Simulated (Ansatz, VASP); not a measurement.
**One calculation of SnTe, two programs**

Contents of INCAR:

```
PREC = Accurate
ENCUT = 520
EDIFF = 1E-6
ISMEAR = -1
SIGMA = 0.02
LREAL = F
LASPH = T
NELM = 80
ALGO = Normal
ISIF = 2
LWAVE = F
LCHARG = T
GGA = PE
LELF = T
LVHAR = T
NBANDS = 17
```

KPOINTS

```
Automatic mesh
0
Gamma
  8 8 8
```

File POSCAR:

```
SnTe
1.0
    0.0000000000      3.1574370420      3.1574370420
    3.1574370420      0.0000000000      3.1574370420
    3.1574370420      3.1574370420      0.0000000000
Sn Te
1 1
Direct
    0.0000000000      0.0000000000      0.0000000000
    0.5000000000      0.5000000000      0.5000000000
```

Input for Ansatz:

```yaml
crystal:
  lattice:
    - [0.0, 3.157437042, 3.157437042]
    - [3.157437042, 0.0, 3.157437042]
    - [3.157437042, 3.157437042, 0.0]
  atoms:
    - { symbol: Sn, position: [0.0, 0.0, 0.0] }
    - { symbol: Te, position: [0.5, 0.5, 0.5] }
kpoints:
  mp_grid: { grid: [8, 8, 8] }
  band_path:
    path:
      - [0.0, 0.0, 0.0]
      - [0.5, 0.0, 0.5]
      - [0.625, 0.25, 0.625]
      - [0.375, 0.375, 0.75]
      - [0.5, 0.5, 0.5]
      - [0.5, 0.25, 0.75]
      - [-0.012044, -0.010579, 0.493245]
    npoints: 1
hamiltonian:
  xc: pbe
scf:
  occupations: { method: fermi_dirac, width: 0.02 }
  n_extra_bands: 4
output:
  forces: true
  stress: true
  eigenvalues: true
  write_density: true
  write_potential: true
  elf: true
  volumetric_format: npy
```

Change from the starting cell: hydrostatic strain -1.0%.

Alike in both runs: task single point; functional PBE; k mesh 8 × 8 × 8; occupations fermi-dirac, width 0.02 eV; no spin polarisation.

|  | VASP | Ansatz |
| --- | --- | --- |
| version | VASP 6.6.1 | Ansatz 0.2.0 |
| potentials or method | VASP PAW PBE potentials, release 64 (Sn_d, Te) | plane waves, PAW |
| plane-wave cutoff (eV) | 520 | 420 |
| valence electrons in the cell | 20 | 30 |

|  | VASP | Ansatz | Ansatz less VASP |
| --- | --- | --- | --- |
| pressure (GPa) | 1.9 | 2.0 | +0.07 |

VASP's potentials hold 20 valence electrons a cell and Ansatz's 30, so a difference there can come from the potentials and not from the codes.

Spin-orbit coupling is off throughout.
